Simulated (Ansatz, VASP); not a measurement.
## Two plane-wave programs on Cu

INCAR

```
SYSTEM = Cu
ALGO = Normal
EDIFF = 1E-6
EDIFFG = -0.002
ENCUT = 600
GGA = PS
IBRION = 2
ISIF = 3
ISMEAR = 0
LASPH = .TRUE.
LCHARG = .FALSE.
LREAL = .FALSE.
LWAVE = .FALSE.
NELM = 60
NSW = 100
PREC = Accurate
SIGMA = 0.1
```

File KPOINTS:

```
k-points
0
G
  16 16 16
  0 0 0
```

File POSCAR:

```
Cu
1.0
    0.0000000000      1.7818426866      1.7818426866
    1.7818426866      0.0000000000      1.7818426866
    1.7818426866      1.7818426866      0.0000000000
Cu
1
Direct
    0.0000000000      0.0000000000      0.0000000000
```

Input for Ansatz:

```yaml
crystal:
  lattice:
    - [0.0, 1.7818426866, 1.7818426866]
    - [1.7818426866, 0.0, 1.7818426866]
    - [1.7818426866, 1.7818426866, 0.0]
  atoms:
    - { symbol: Cu, position: [0.0, 0.0, 0.0] }
basis:
  ecutwfc: 420
kpoints:
  mp_grid: { grid: [16, 16, 16] }
hamiltonian:
  xc: pbesol
  pseudopotentials: { kind: paw, azcp: { folder: soft_1 } }
scf:
  occupations: { method: gaussian, width: 0.1 }
output:
  forces: true
  stress: true
  eigenvalues: true
relax:
  adjacent_minimum: "off"
  f_tol: 0.002
  max_steps: 80
  cell: { stress_tol: 0.02 }
```

Alike in both runs: task relaxation of cell and atoms; functional PBEsol; k mesh 16 × 16 × 16; occupations gaussian, width 0.1 eV; no spin polarisation.

|  | VASP | Ansatz |
| --- | --- | --- |
| version | VASP 6.6.1 | Ansatz 0.2.0 |
| potentials or method | VASP PAW PBE potentials, release 64 (Cu), cutoff 600 eV | scalar-relativistic, plane waves, PAW |
| valence electrons in the cell | 11 | 19 |

VASP gave:

* gap on the k mesh at the Fermi level, each at its own relaxed structure (eV): none
* relaxed volume (Å³/atom): 11.37
* relaxed cell length with the largest relative difference (Å): 2.524

**Question.** Which values does Ansatz return?

**Answer.** gap on the k mesh at the Fermi level, each at its own relaxed structure (eV): none; relaxed volume (Å³/atom): 11.32; relaxed cell length with the largest relative difference (Å): 2.520.

VASP's potentials were made for PBE, not for PBEsol, and Ansatz warns of the same on its side. A gap of «none» marks a metal or a gap that the smearing closes. VASP's potentials hold 11 valence electrons a cell and Ansatz's 19, so a difference there can come from the potentials and not from the codes.
